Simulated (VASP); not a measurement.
# CdCoCl4 (P-6m2) in VASP: relaxation of cell and atoms with PBE

Aim: the relaxation of cell and atoms of CdCoCl4 with PBE.

All numbers are computed with VASP 6.6.1; they aren't measurements. Logs are shortened: lines on timing, memory, paths and dates and some standing lists are left out, and cuts for length are marked.

## Step 1: The cell of the first run

It takes space group P-6m2 (No. 187, hexagonal). Conventional cell: a = 3.420 Å, b = 3.420 Å, c = 13.645 Å, α = 90.00°, β = 90.00°, γ = 120.00°. Within 3.5 Å of Cd (site symmetry -6m2) lie 6 Cl at 2.62 Å and 6 Cd at 3.42 Å. Co (site symmetry -6m2) has 6 Cl at 2.58 Å and 6 Co at 3.42 Å within 3.5 Å. Within 3.5 Å of Cl (site symmetry 3m) lie 3 Cd at 2.62 Å and 7 Cl at 3.42 to 3.44 Å. Within 3.5 Å of Cl (site symmetry 3m) lie 3 Co at 2.58 Å and 7 Cl at 3.33 to 3.42 Å.

The cell was generated, and may not be a known phase.

## Step 2: Relaxation of cell and atoms, PBE, collinear spin, ferromagnetic start

The input, INCAR:

```
ALGO = Normal ; EDIFF = 1E-6
EDIFFG = -0.08 ; ENCUT = 600
GGA = PE ; IBRION = 2
ISIF = 3 ; ISMEAR = 0
ISPIN = 2 ; LASPH = True
LCHARG = False ; LMAXMIX = 4
LORBIT = 11 ; LREAL = False
LWAVE = False ; MAGMOM = 0 3 0 0 0 0
NELM = 150 ; NSW = 36
PREC = Accurate ; SIGMA = 0.15
```

The input, KPOINTS:

```
k-points
0
Gamma
  4 4 1
```

The input, POSCAR:

```
CdCoCl4
1.0
    3.4199021400      0.0000000000      0.0000000000
   -1.7099510700      2.9617221300      0.0000000000
    0.0000000000      0.0000000000     13.6448422700
Cd Co Cl
1 1 4
Direct
    0.6666666700      0.3333333300      0.5000000000
    0.6666666700      0.3333333300      0.0000000000
    0.3333333300      0.6666666700      0.6259580300
    0.0000000000      0.0000000000      0.8781179800
    0.0000000000      0.0000000000      0.1218820200
    0.3333333300      0.6666666700      0.3740419700
```

Potentials or basis: VASP PAW PBE potentials, release 64 (Cd, Co, Cl).

On the command line:

```bash
cat potpaw_PBE.64/Cd/POTCAR potpaw_PBE.64/Co/POTCAR potpaw_PBE.64/Cl/POTCAR > POTCAR
mpirun -np 1 vasp_std > vasp.out
```

OUTCAR:

```text
EDIFF = 1E-6
   EDIFFG = -0.08
   ENCUT = 600
   GGA = PE
   IBRION = 2
   ISIF = 3
   ISMEAR = 0
   ISPIN = 2
   LASPH = True
   LORBIT = 11
   LREAL = False
   NELM = 150
   NSW = 36
   PREC = Accurate

 ion  position               nearest neighbor table
   1  0.667  0.333  0.500-   3 2.62   6 2.62   3 2.62   6 2.62   3 2.62   6 2.62
   2  0.667  0.333  0.000-   4 2.58   5 2.58   4 2.58   5 2.58   4 2.58   5 2.58
   3  0.333  0.667  0.626-   1 2.62   1 2.62   1 2.62
   4  0.000  0.000  0.878-   2 2.58   2 2.58   2 2.58
   5  0.000  0.000  0.122-   2 2.58   2 2.58   2 2.58
   6  0.333  0.667  0.374-   1 2.62   1 2.62   1 2.62

  LATTYP: Found a hexagonal cell.
 ALAT       =     3.4199021400
 C/A-ratio  =     3.9898341272

  Lattice vectors:

 A1 = (   3.4199021400,   0.0000000000,   0.0000000000)
 A2 = (  -1.7099510700,   2.9617221300,   0.0000000000)
 A3 = (   0.0000000000,   0.0000000000,  13.6448422700)

Analysis of symmetry for initial positions (statically):
=====================================================================
 Subroutine PRICEL returns:
 Original cell was already a primitive cell.

 Routine SETGRP: Setting up the symmetry group for a
 hexagonal supercell.

 Subroutine GETGRP returns: Found 12 space group operations
 (whereof 12 operations were pure point group operations)
 out of a pool of 24 trial point group operations.

The static configuration has the point symmetry D_3h.

Analysis of symmetry for dynamics (positions and initial velocities):
=====================================================================
 Subroutine PRICEL returns:
 Original cell was already a primitive cell.

 Routine SETGRP: Setting up the symmetry group for a
 hexagonal supercell.

 Subroutine GETGRP returns: Found 12 space group operations
 (whereof 12 operations were pure point group operations)
 out of a pool of 24 trial point group operations.

The dynamic configuration has the point symmetry D_3h.

Analysis of structural, dynamic, and magnetic symmetry:
=====================================================================
 Subroutine PRICEL returns:
 Original cell was already a primitive cell.

 Routine SETGRP: Setting up the symmetry group for a
 hexagonal supercell.

 Subroutine GETGRP returns: Found 12 space group operations
 (whereof 12 operations were pure point group operations)
 out of a pool of 24 trial point group operations.

The overall configuration has the point symmetry D_3h.

 Subroutine INISYM returns: Found 12 space group operations
 (whereof 12 operations are pure point group operations),
 and found     1 'primitive' translations

----------------------------------------------------------------------------------------

                                     Primitive cell

  volume of cell :     138.2059

  direct lattice vectors                    reciprocal lattice vectors
     3.419902140  0.000000000  0.000000000     0.292406028  0.168820699  0.000000000
    -1.709951070  2.961722130  0.000000000     0.000000000  0.337641398  0.000000000
     0.000000000  0.000000000 13.644842270     0.000000000  0.000000000  0.073287765

  length of vectors
     3.419902140  3.419902139 13.644842270     0.337641398  0.337641398  0.073287765

  position of ions in fractional coordinates (direct lattice)
     0.666666670  0.333333330  0.500000000
     0.666666670  0.333333330  0.000000000
     0.333333330  0.666666670  0.625958030
     0.000000000  0.000000000  0.878117980
     0.000000000  0.000000000  0.121882020
     0.333333330  0.666666670  0.374041970

  ion indices of the primitive-cell ions
   primitive index   ion index
                 1           1
                 2           2
                 3           3
                 4           4
                 5           5
                 6           6

----------------------------------------------------------------------------------------

 KPOINTS: k-points

Automatic generation of k-mesh.
 Grid dimensions read from file:
 generate k-points for:    4    4    1

 Generating k-lattice:

  Cartesian coordinates                     Fractional coordinates (reciprocal lattice)
     0.073101507  0.042205175  0.000000000     0.250000000  0.000000000  0.000000000
     0.000000000  0.084410349  0.000000000     0.000000000  0.250000000  0.000000000
     0.000000000  0.000000000  0.073287765     0.000000000  0.000000000  1.000000000

  Length of vectors
     0.084410349  0.084410349  0.073287765

  Shift w.r.t. Gamma in fractional coordinates (k-lattice)
     0.000000000  0.000000000  0.000000000

 Subroutine IBZKPT returns following result:
 ===========================================

 Found      4 irreducible k-points:

 Following reciprocal coordinates:
            Coordinates               Weight
  0.000000  0.000000  0.000000      1.000000
  0.250000  0.000000  0.000000      6.000000
  0.500000  0.000000  0.000000      3.000000
  0.250000  0.250000  0.000000      6.000000
   k-points           NKPTS =      4   k-points in BZ     NKDIM =      4   number of bands    NBANDS=     31
   number of dos      NEDOS =    301   number of ions     NIONS =      6
   total plane-waves  NPLWV =  87808
   dimension x,y,z NGX =    28 NGY =   28 NGZ =  112
   dimension x,y,z NGXF=    56 NGYF=   56 NGZF=  224
   ions per type =               1   1   4
   NGX,Y,Z   is equivalent  to a cutoff of  13.61, 13.61, 13.65 a.u.
   NGXF,Y,Z  is equivalent  to a cutoff of  27.22, 27.22, 27.29 a.u.
 SYSTEM =  unknown system
   PREC   = accura    normal or accurate (medium, high low for compatibility)
   ISTART =      0    job   : 0-new  1-cont  2-samecut
   ICHARG =      2    charge: 1-file 2-atom 10-const
   ISPIN  =      2    spin polarized calculation?
   LNONCOLLINEAR =      F non collinear calculations
   LSORBIT =      F    spin-orbit coupling
   LASPH  =      T    aspherical Exc in radial PAW
   ENCUT  =  600.0 eV  44.10 Ry    6.64 a.u.   6.83  6.83 27.25*2*pi/ulx,y,z
   NELM   =    150;   NELMIN=  2; NELMDL= -5     # of ELM steps
   EDIFF  = 0.1E-05   stopping-criterion for ELM
   LREAL  =      F    real-space projection
   EDIFFG = -.8E-01   stopping-criterion for IOM
   NSW    =     36    number of steps for IOM
   IBRION =      2    ionic relax: 0-MD 1-quasi-New 2-CG
   NFREE  =      1    steps in history (QN), initial steepest desc. (CG)
   ISIF   =      3    stress and relaxation
   ISYM   =      2    0-nonsym 1-usesym 2-fastsym
   POTIM  = 0.5000    time-step for ionic-motion
   TEBEG  =    0.0;   TEEND  =   0.0 temperature during run
   PSTRESS=    0.0 pullay stress
   NELECT =      49.0000    total number of electrons
   NUPDOWN=      -1.0000    fix difference up-down
   EMIN   =  10.00;   EMAX   =-10.00  energy-range for DOS
   EFERMI =   0.00;   METHOD = LEGACY
   ISMEAR =     0;   SIGMA  =   0.15  broadening in eV -4-tet -1-fermi 0-gaus
   EFERMI_NEDOS =   21; number of points for ismear=-14 and -15
   IALGO  =     38    algorithm
   IMIX   =      4    mixing-type and parameters
     AMIX     =   0.40;   BMIX     =  1.00
     AMIX_MAG =   1.60;   BMIX_MAG =  1.00
  volume/ion in A,a.u.               =      23.03       155.44
  Fermi-wavevector in a.u.,A,eV,Ry     =   1.158683  2.189594 18.266456  1.342547
  Thomas-Fermi vector in A             =   2.295283
   LORBIT       =     11    0 simple, 1 ext, 2 COOP (PROOUT), +10 PAW based schemes
   GGA     = PE    functional components
   LHFCALC =     F    Hartree Fock is set to
   AEXX    =    0.0000 exact exchange contribution
   IVDW    =     0    specifies the selected vdW correction
   LEPSILON=     F    determine dielectric tensor
   LRPA    =     F    only Hartree local field effects (RPA)
 conjugate gradient relaxation of ions
 spin polarized calculation
 Gauss-broadening in eV      SIGMA  =   0.15
  energy-cutoff  :      600.00
  volume of cell :      138.21
 maximum number of plane-waves:      4646
 NGX is ok and might be reduce to    28
   NGX = 13   NGY = 13   NGZ = 55

--------------------------------------- Ionic step        1  -------------------------------------------

 number of electron      49.0000006 magnetization       3.0001983

 Free energy of the ion-electron system (eV)
  ---------------------------------------------------
  ext. energy  EPLUGINS =         0.00000000
  ---------------------------------------------------
  free energy    TOTEN  =       -18.58870733 eV

  energy without entropy =      -18.53778426  energy(sigma->0) =      -18.56324579

------------------------ aborting loop because EDIFF is reached ----------------------------------------

  FORCE on cell =-STRESS in cart. coord.  units (eV):
  Direction    XX          YY          ZZ          XY          YZ          ZX
  --------------------------------------------------------------------------------------
  -------------------------------------------------------------------------------------
  Total        3.0590915      3.0590915     -3.7611182      0.0000000      0.0000000     -0.0000000
  in kB       35.4630869     35.4630868    -43.6014629      0.0000000      0.0000000     -0.0000000
  external PRESSURE =       9.1082369 kB  Pullay stress =       0.0000000 kB
[... 265 lines left out ...]
  energy  without entropy=      -18.9467169554  energy(sigma->0) =      -18.96742330

--------------------------------------- Ionic step        8  -------------------------------------------

 number of electron      48.9999998 magnetization       3.0000000

 Free energy of the ion-electron system (eV)
  ---------------------------------------------------
  ext. energy  EPLUGINS =         0.00000000
  ---------------------------------------------------
  free energy    TOTEN  =       -18.99020298 eV

  energy without entropy =      -18.94934707  energy(sigma->0) =      -18.96977503

 E-fermi :   1.8736     XC(G=0):  -8.7814

 val. band max:        1.7594355805   @ k =   0.5000   0.0000   0.0000
 cond. band min:       1.9155292730   @ k =   0.2500   0.0000   0.0000
 fundamental gap:      0.1560936926
 Fermi energy:         1.8736071828

 spin component 1

 k-point     1 :       0.0000    0.0000    0.0000
  band No.  band energies     occupation
      1     -14.0197      1.00000
      2     -13.6733      1.00000
      3     -13.2794      1.00000
      4     -13.1829      1.00000
      5      -6.5704      1.00000
      6      -6.5704      1.00000
[... 125 lines left out ...]
     30       7.9100      0.00000
     31       8.8254      0.00000
 Fermi energy:         1.8736071828

 spin component 2

 k-point     1 :       0.0000    0.0000    0.0000
  band No.  band energies     occupation
      1     -13.7814      1.00000
      2     -13.6634      1.00000
      3     -13.2240      1.00000
      4     -12.9782      1.00000
      5      -6.5703      1.00000
      6      -6.5703      1.00000
[... 158 lines left out ...]
  FREE ENERGIE OF THE ION-ELECTRON SYSTEM (eV)
  ---------------------------------------------------
  free  energy   TOTEN  =       -18.9902029818 eV

  energy  without entropy=      -18.9493470726  energy(sigma->0) =      -18.96977503

 reached required accuracy - stopping structural energy minimisation

 total charge

# of ion       s       p       d       tot
------------------------------------------
    1        0.337   0.247   9.614  10.198
    2        0.260   0.258   7.097   7.615
    3        1.608   3.499   0.000   5.107
    4        1.605   3.473   0.000   5.079
    5        1.605   3.473   0.000   5.079
    6        1.608   3.499   0.000   5.107
--------------------------------------------------
tot          7.025  14.449  16.711  38.185

 magnetization (x)

# of ion       s       p       d       tot
------------------------------------------
    1       -0.000   0.000   0.000   0.000
    2        0.008   0.009   2.456   2.473
    3        0.000   0.001   0.000   0.001
    4        0.010   0.192   0.000   0.202
    5        0.010   0.192   0.000   0.202
    6        0.000   0.001   0.000   0.001
--------------------------------------------------
tot          0.027   0.396   2.456   2.880
```

Run time: 7 min. Hardware: 1 thread of AMD EPYC 7R43 (Zen 3), shared host; peak memory 0.33 GiB.

Results:

```
Free energy                                           : -18.9902 eV
Relaxed volume                                        : 24.03 Å³/atom
Relaxed cell                                          : a = 3.556 Å, b = 3.556 Å, c = 13.162 Å, α = 90.00°, β = 90.00°, γ = 120.00°
Space group after relaxing (to 0.1 Å)                 : P-6m2 (No. 187)
Energy gained by relaxing                             : 66.9 meV/atom
Ionic steps                                           : 8
Pressure after relaxing                               : 0.2 GPa
Largest force after relaxing                          : 0.077 eV/Å
Band gap on the k mesh                                : zero (filled and empty bands overlap)
Net moment                                            : 3.00 μB per cell
Site moments                                          : Cd +0.00; Co +2.47; Cl +0.00, +0.20 (each value once) μB
Valence electrons inside the program's atomic spheres : Cd 10.20; Co 7.62; Cl 5.11, 5.08 (each value once)
```

Forces in eV/Å, atoms in the order of the input:
```
Cd   0.000  0.000  0.000
Co   0.000  0.000  0.000
Cl   0.000  0.000 -0.077
Cl   0.000  0.000 -0.015
Cl   0.000  0.000  0.015
Cl   0.000  0.000  0.077
```

The path:
```
step  energy change (eV)  largest force (eV/Å)  pressure (GPa)  volume (Å³)
   1              0.0000                1.3563            0.91       138.21
   2             -0.3185                0.7116            0.75       140.70
   3             -0.3790                0.3310            0.84       142.33
   4             -0.3802                0.3143            0.87       142.16
   5             -0.3943                0.1779           -0.43       145.37
   6             -0.3945                0.1732           -0.26       144.95
   7             -0.3994                0.0904           -0.07       144.60
   8             -0.4015                0.0773            0.17       144.16
```

Final structure:
```
Cd Co Cl
1.0
     3.55623    0.00000    0.00000
    -1.77812    3.07979    0.00000
     0.00000    0.00000   13.16248
Cd Co Cl
1 1 4
Direct
  0.66667 0.33333 0.50000
  0.66667 0.33333 0.00000
  0.33333 0.66667 0.62793
  0.00000 0.00000 0.88879
  0.00000 0.00000 0.11121
  0.33333 0.66667 0.37207
```

Levels at points of the mesh, in eV from the Fermi level:
Spin up:
| k point | band 22 | band 23 | band 24 | band 25 | band 26 | band 27 | band 28 | band 29 | band 30 | band 31 |
| --- | --- | --- | --- | --- | --- | --- | --- | --- | --- | --- |
| (0.00, 0.00, 0.00) | -1.65 | -1.35 | -1.35 | -1.25 | -1.25 | 1.59 | 3.01 | 5.42 | 6.18 | 8.12 |
| (0.50, 0.00, 0.00) | -2.11 | -1.99 | -1.87 | -1.14 | -1.11 | 2.53 | 4.01 | 4.49 | 5.42 | 6.77 |
Spin down:
| k point | band 19 | band 20 | band 21 | band 22 | band 23 | band 24 | band 25 | band 26 |
| --- | --- | --- | --- | --- | --- | --- | --- | --- |
| (0.00, 0.00, 0.00) | -1.82 | -1.65 | -1.65 | -0.73 | 0.29 | 0.29 | 0.61 | 0.61 |
| (0.50, 0.00, 0.00) | -2.10 | -1.88 | -1.87 | -0.90 | -0.22 | -0.11 | 0.99 | 1.11 |

Caveat: the k points lie up to 0.51 Å⁻¹ apart in the final cell; this functional lacks dispersion, which binds layers or chains, so the pressure and a relaxed spacing across them are unreliable; a cell with one magnetic atom can't hold antiferromagnetic order, which such compounds often take; semilocal functionals often make such compounds metallic where correlation or magnetic order opens a gap, which also shifts bond lengths; the relaxation stopped at a loose force limit of 0.08 eV/Å, so its end isn't a converged minimum.

The gap in the log of VASP goes by the Fermi energy; the results here count the filled bands.